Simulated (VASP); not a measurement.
# Al2Au (Fm-3m) in VASP: further runs, part 2 of 2

VASP 6.6.1. Earlier steps stand in the parts before.

**3. Relaxation of cell and atoms, PBEsol**

Input file INCAR:

```
PREC = Accurate
ENCUT = 600
EDIFF = 1E-6
ISMEAR = 0
SIGMA = 0.1
LREAL = False
LASPH = True
NELM = 80
ALGO = Fast
ISIF = 3
LWAVE = False
LCHARG = False
GGA = PS
IBRION = 2
NSW = 100
EDIFFG = -0.005
```

Input file KPOINTS:

```
regular mesh
0
Gamma
  12 12 12
```

Input file POSCAR:

```
Al2Au
1.0
    0.0000000000      3.0000000000      3.0000000000
    3.0000000000      0.0000000000      3.0000000000
    3.0000000000      3.0000000000      0.0000000000
Al Au
2 1
Direct
    0.2500000000      0.2500000000      0.2500000000
    0.7500000000      0.7500000000      0.7500000000
    0.0000000000      0.0000000000      0.0000000000
```

Potentials or basis: VASP PAW PBE potentials, release 64 (Al, Au).

Run with:

```
$ cat potpaw_PBE.64/Al/POTCAR potpaw_PBE.64/Au/POTCAR > POTCAR
$ mpirun -np 1 vasp_std > vasp.out
```

OUTCAR:

```text
PREC = Accurate
   ENCUT = 600
   EDIFF = 1E-6
   ISMEAR = 0
   LREAL = False
   LASPH = True
   NELM = 80
   ISIF = 3
   GGA = PS
   IBRION = 2
   NSW = 100
   EDIFFG = -0.005

 ion  position               nearest neighbor table
   1  0.250  0.250  0.250-   3 2.60   3 2.60   3 2.60   3 2.60   2 3.00   2 3.00   2 3.00   2 3.00
                             2 3.00   2 3.00
   2  0.750  0.750  0.750-   3 2.60   3 2.60   3 2.60   3 2.60   1 3.00   1 3.00   1 3.00   1 3.00
                             1 3.00   1 3.00
   3  0.000  0.000  0.000-   2 2.60   2 2.60   2 2.60   1 2.60   2 2.60   1 2.60   1 2.60   1 2.60

[... 562 lines left out ...]
  -------------------------------------------------------------------------------------
  Total        0.0081776      0.0081776      0.0081776      0.0000000     -0.0000000      0.0000000
  in kB        0.2426292      0.2426292      0.2426292      0.0000000     -0.0000000      0.0000000
  external PRESSURE =       0.2426292 kB  Pullay stress =       0.0000000 kB

 VOLUME and BASIS-vectors are now :
 -----------------------------------------------------------------------------
  energy-cutoff  :      600.00
  volume of cell :       54.00
      direct lattice vectors                 reciprocal lattice vectors
     0.000000000  3.000000000  3.000000000    -0.166666667  0.166666667  0.166666667
     3.000000000  0.000000000  3.000000000     0.166666667 -0.166666667  0.166666667
     3.000000000  3.000000000  0.000000000     0.166666667  0.166666667 -0.166666667

 POSITION                                       TOTAL-FORCE (eV/Angst)
 -----------------------------------------------------------------------------------
      1.50000      1.50000      1.50000         0.000000      0.000000     -0.000000
      4.50000      4.50000      4.50000        -0.000000     -0.000000      0.000000
      0.00000      0.00000      0.00000        -0.000000     -0.000000      0.000000
 -----------------------------------------------------------------------------------
    total drift:                               -0.000000      0.000000      0.000000

  FREE ENERGIE OF THE ION-ELECTRON SYSTEM (eV)
  ---------------------------------------------------
  free  energy   TOTEN  =       -13.4778077253 eV

  energy  without entropy=      -13.4730543603  energy(sigma->0) =      -13.47543104

 reached required accuracy - stopping structural energy minimisation
```

CONTCAR:

```text
Al2Au
   1.00000000000000
     0.0000000000000000    3.0000000000000000    3.0000000000000000
     3.0000000000000000    0.0000000000000000    3.0000000000000000
     3.0000000000000000    3.0000000000000000    0.0000000000000000
  Al              Au
     2     1
Direct
     0.2500000000000000    0.2500000000000000    0.2500000000000000
     0.7500000000000000    0.7500000000000000    0.7500000000000000
     0.0000000000000000    0.0000000000000000    0.0000000000000000

  0.00000000E+00  0.00000000E+00  0.00000000E+00
  0.00000000E+00  0.00000000E+00  0.00000000E+00
  0.00000000E+00  0.00000000E+00  0.00000000E+00
```

It took 45 s on 1 thread of AMD EPYC 9R45 (Zen 5), shared host; peak memory 0.21 GiB.

What came out:

| Item | Value |
| --- | --- |
| Free energy | -13.4778 eV |
| Pressure after relaxing | 0.0 GPa |
| Band gap on the k mesh | zero (an odd number of electrons rules out a gap without spin polarisation) |

Final structure:
```
Al Au
1.0
     0.00000    3.00000    3.00000
     3.00000    0.00000    3.00000
     3.00000    3.00000    0.00000
Al Au
2 1
Direct
  0.25000 0.25000 0.25000
  0.75000 0.75000 0.75000
  0.00000 0.00000 0.00000
```

Levels at points of the mesh, in eV from the Fermi level:
| k point | band 5 | band 6 | band 7 | band 8 | band 9 | band 10 | band 11 | band 12 |
| --- | --- | --- | --- | --- | --- | --- | --- | --- |
| (0.00, 0.00, 0.00) | -5.65 | -5.65 | 2.27 | 2.92 | 2.92 | 2.92 | 3.92 | 3.92 |
| (0.50, 0.00, 0.00) | -5.53 | -5.53 | -5.47 | 0.35 | 0.35 | 3.25 | 3.59 | 3.81 |
| (0.50, 0.50, 0.00) | -5.80 | -5.34 | -5.05 | -2.12 | -2.12 | 1.28 | 2.03 | 7.65 |

Caveat: the relaxation stopped at its first step, so nothing moved; the PAW data sets were made with another functional, which shifts forces and pressure a little; spin-orbit coupling is left out, which moves the levels of the heavy elements.

**4. Single point, PBEsol**

Input file INCAR:

```
SYSTEM = Al2Au
PREC     = Accurate       ! precision mode
ENCUT    = 520            ! plane-wave cutoff, eV
EDIFF    = 1E-6           ! SCF threshold, eV
ISMEAR   = 0              ! smearing method
SIGMA    = 0.1            ! smearing width, eV
LREAL    = .False.        ! projectors in reciprocal space
LASPH    = .True.         ! aspherical terms in the spheres
NELM     = 100            ! most SCF steps
ALGO     = Fast           ! electronic algorithm
ISIF     = 2              ! what is computed and relaxed
LWAVE    = .False.        ! write WAVECAR
LCHARG   = .False.        ! write CHGCAR
GGA      = PS             ! functional
NBANDS   = 16             ! bands
ISYM     = 0
```

Input file KPOINTS:

```
Automatic mesh
0
Gamma
  9 9 10
  0 0 0
```

Input file POSCAR:

```
Al2Au
1.0
    4.2447517284      0.0000000000      0.0000000000
   -2.1223758642      3.6760628295      0.0000000000
    2.1223758642      1.2253542765      3.4658252731
Al Au
2 1
Direct
    0.5000000000      0.7500000000      0.7500000000
    0.5000000000      0.2500000000      0.2500000000
    0.0000000000      0.0000000000      0.0000000000
```

Potentials or basis: VASP PAW PBE potentials, release 64 (Al, Au).

Run with:

```
$ cat potpaw_PBE.64/Al/POTCAR potpaw_PBE.64/Au/POTCAR > POTCAR
$ mpirun -np 1 vasp_std > vasp.out
```

OUTCAR:

```text
SYSTEM = Al2Au
   PREC = Accurate
   ENCUT = 520
   EDIFF = 1E-6
   ISMEAR = 0
   LREAL = .False.
   LASPH = .True.
   NELM = 100
   ISIF = 2
   GGA = PS
   ISYM = 0

 ion  position               nearest neighbor table
   1  0.500  0.750  0.750-   3 2.60   3 2.60   3 2.60   3 2.60   2 3.00   2 3.00   2 3.00   2 3.00
                             2 3.00   2 3.00
   2  0.500  0.250  0.250-   3 2.60   3 2.60   3 2.60   3 2.60   1 3.00   1 3.00   1 3.00   1 3.00
                             1 3.00   1 3.00
   3  0.000  0.000  0.000-   1 2.60   2 2.60   1 2.60   2 2.60   2 2.60   1 2.60   2 2.60   1 2.60

IMPORTANT INFORMATION: All symmetrisations will be switched off!
NOSYMM: (Re-)initialisation of all symmetry stuff for point group C_1.

----------------------------------------------------------------------------------------

                                     Primitive cell

  volume of cell :      54.0806

  direct lattice vectors                    reciprocal lattice vectors
     4.244751728  0.000000000  0.000000000     0.235585039  0.136015085 -0.192354379
    -2.122375864  3.676062830  0.000000000     0.000000000  0.272030171 -0.096177189
     2.122375864  1.225354277  3.465825273     0.000000000  0.000000000  0.288531568

  length of vectors
[... 160 lines left out ...]
 Fermi energy:         7.6845537821

 k-point     1 :       0.0000    0.0000    0.0000
  band No.  band energies     occupation
      1      -2.8802      2.00000
      2       1.0758      2.00000
      3       1.0782      2.00000
      4       1.0788      2.00000
      5       2.0372      2.00000
      6       2.0373      2.00000
[... 433 lines left out ...]
      3       1.2866      2.00000
      4       1.2875      2.00000
      5       2.0755      2.00000
      6       2.0769      2.00000
[... 8 lines left out ...]
     15      15.0019      0.00000
     16      15.1224      0.00000

 [... further k-points ...]

------------------------ aborting loop because EDIFF is reached ----------------------------------------

  FORCE on cell =-STRESS in cart. coord.  units (eV):
  Direction    XX          YY          ZZ          XY          YZ          ZX
  --------------------------------------------------------------------------------------
  -------------------------------------------------------------------------------------
  Total       -0.1160181     -0.0788263     -0.0378413     -0.0322056     -0.0092457     -0.0160111
  in kB       -3.4371167     -2.3352858     -1.1210752     -0.9541135     -0.2739116     -0.4743409
  external PRESSURE =      -2.2978259 kB  Pullay stress =       0.0000000 kB

 VOLUME and BASIS-vectors are now :
 -----------------------------------------------------------------------------
  energy-cutoff  :      520.00
  volume of cell :       54.08
      direct lattice vectors                 reciprocal lattice vectors
     4.244751728  0.000000000  0.000000000     0.235585039  0.136015085 -0.192354379
    -2.122375864  3.676062830  0.000000000     0.000000000  0.272030171 -0.096177189
     2.122375864  1.225354277  3.465825273     0.000000000  0.000000000  0.288531568

 POSITION                                       TOTAL-FORCE (eV/Angst)
 -----------------------------------------------------------------------------------
      2.12238      3.67606      2.59937        -0.011913     -0.006878     -0.001913
      2.12238      1.22535      0.86646         0.011913      0.006877      0.001913
      0.00000      0.00000      0.00000         0.000000      0.000000      0.000000
 -----------------------------------------------------------------------------------
    total drift:                                0.000000      0.000000      0.000000

  FREE ENERGIE OF THE ION-ELECTRON SYSTEM (eV)
  ---------------------------------------------------
  free  energy   TOTEN  =       -13.4797087605 eV

  energy  without entropy=      -13.4752885137  energy(sigma->0) =      -13.47749864
```

Wall time 2.7 min (1 thread of AMD EPYC 9R45 (Zen 5), shared host); peak memory 0.42 GiB.

Results:

```
Free energy            : -13.4797 eV
Pressure               : -0.2 GPa
Band gap on the k mesh : zero (an odd number of electrons rules out a gap without spin polarisation)
```

Caveat: the PAW data sets were made with another functional, which shifts forces and pressure a little; spin-orbit coupling is left out, which moves the levels of the heavy elements.

**5. Overview**

```csv
task,cell,k mesh,cutoff (eV),gap on the mesh (eV),pressure (GPa)
single point,"a = 4.245 Å, angles 60.0°, 3 atoms, atomic positions A",12 × 12 × 12,520,none,-0.2
relaxation of cell and atoms,"relaxed from a = 4.243 Å, angles 60.0°, 3 atoms, atomic positions A",12 × 12 × 12,600,none,0.0
single point,"a = 4.245 Å, angles 90.0, 60.0, 120.0°, 3 atoms, atomic positions B",9 × 9 × 10,520,none,-0.2
```

Alike in all rows: level PBEsol; potentials or basis VASP PAW PBE potentials, release 64 (Al, Au); no spin polarisation; smearing gaussian 0.1 eV.

Caveats: the PAW data sets were made with another functional, which shifts forces and pressure a little; spin-orbit coupling is left out, which moves the levels of the heavy elements; the relaxation stopped at its first step, so nothing moved (at least some runs).

Absolute energies hang on the potentials; compare differences alone.
